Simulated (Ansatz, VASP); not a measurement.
## Two plane-wave programs on Rb

Contents of INCAR:

```
SYSTEM = Rb
  ALGO = Normal
  EDIFF = 1E-6
  ENCUT = 520
  GGA = PE
  ISIF = 2
  ISMEAR = 0
  LASPH = .True.
  LCHARG = .False.
  LREAL = .False.
  LWAVE = .False.
  NBANDS = 26
  NELM = 100
  PREC = Accurate
  SIGMA = 0.1
```

Contents of KPOINTS:

```
k-points
0
Gamma
  4 4 2
  0 0 0
```

Contents of POSCAR:

```
Rb
1.0
    5.1406383806     -3.0656897979      0.0000000000
    5.1406383806      3.0656897979      0.0000000000
   -2.8712988942      0.0000000000     13.3096174847
Rb
4
Direct
    0.0504000000      0.0504000000      0.0996000000
    0.9496000000      0.9496000000      0.9004000000
    0.5050000000      0.5050000000      0.6000000000
    0.4950000000      0.4950000000      0.4000000000
```

Input for Ansatz:

```yaml
crystal:
  lattice:
    - [5.1406383806, -3.0656897979, 0.0]
    - [5.1406383806, 3.0656897979, 0.0]
    - [-2.8712988942, 0.0, 13.3096174847]
  atoms:
    - { symbol: Rb, position: [0.0504, 0.0504, 0.0996] }
    - { symbol: Rb, position: [0.9496, 0.9496, 0.9004] }
    - { symbol: Rb, position: [0.505, 0.505, 0.6] }
    - { symbol: Rb, position: [0.495, 0.495, 0.4] }
basis:
  ecutwfc: 420
kpoints:
  mp_grid: { grid: [4, 4, 2] }
hamiltonian:
  xc: pbe
scf:
  occupations: { method: gaussian, width: 0.1 }
  lower_state_search: "off"
output:
  forces: true
  stress: true
  eigenvalues: true
```

Alike in both runs: task single point; functional PBE; k mesh 4 × 4 × 2; occupations gaussian, width 0.1 eV; no spin polarisation.

|  | VASP | Ansatz |
| --- | --- | --- |
| version | VASP 6.6.1 | Ansatz 0.2.0 |
| potentials or method | VASP PAW PBE potentials, release 64 (Rb_sv), cutoff 520 eV | scalar-relativistic, plane waves, PAW |
| valence electrons in the cell | 36 | 36 |

Ansatz gave:

| Item | Value |
| --- | --- |
| gap on the k mesh at the Fermi level (eV) | none |
| pressure (GPa) | 1.4 |
| traceless stress, the component that is largest in VASP (GPa) | 4.24 |
| rms of the force components (eV/Å) | 1.793 |

Task: Estimate VASP's values.

Result: gap on the k mesh at the Fermi level (eV): none; pressure (GPa): 1.5; traceless stress, the component that is largest in VASP (GPa): 4.31; rms of the force components (eV/Å): 1.823.

Atom by atom the forces differ by 0.030 eV/Å (rms over components). A gap of «none» marks a metal or a gap that the smearing closes.
